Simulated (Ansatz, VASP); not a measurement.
# Sc6TeO12: VASP beside Ansatz

```
Sc Te O
1.0
     4.60942    2.66125    2.90226
    -4.60942    2.66125    2.90226
     0.00000   -5.32250    2.90226
Sc Te O
6 1 12
Direct
  0.38983 0.85441 0.67340
  0.32660 0.61017 0.14559
  0.14559 0.32660 0.61017
  0.85441 0.67340 0.38983
  0.67340 0.38983 0.85441
  0.61017 0.14559 0.32660
  0.00000 0.00000 0.00000
  0.04223 0.91136 0.69133
  0.30867 0.95777 0.08864
  0.17776 0.58857 0.42166
  0.57834 0.82224 0.41143
  0.08864 0.30867 0.95777
  0.41143 0.57834 0.82224
  0.58857 0.42166 0.17776
  0.91136 0.69133 0.04223
  0.42166 0.17776 0.58857
  0.82224 0.41143 0.57834
  0.69133 0.04223 0.91136
  0.95777 0.08864 0.30867
```

Alike in both runs: functional PBEsol; k mesh 6 × 6 × 6; occupations gaussian, width 0.02 eV; no spin polarisation.

Ansatz relaxed the structure, and its values are those at the end. VASP's run is a single point on that final structure, the one shown.

```csv
,VASP,Ansatz
version,VASP 6.6.1,Ansatz 0.2.0
potentials or method,"VASP PAW PBE potentials, release 64 (Sc_sv, Te, O), cutoff 520 eV","scalar-relativistic, plane waves, PAW"
valence electrons in the cell,144,154
```

```csv
,VASP,Ansatz,Ansatz less VASP
gap on the k mesh at the Fermi level (eV),3.48,3.52,+0.034
least direct gap on the mesh (eV),3.48,3.52,+0.034
pressure (GPa),1.0,0.0,-1.01
rms of the force components (eV/Å),0.013,0.002,-0.0116
```

VASP's potentials were made for PBE, not for PBEsol. VASP's potentials hold 144 valence electrons a cell and Ansatz's 154, so a difference there can come from the potentials and not from the codes.

Neither program's run includes spin-orbit coupling.
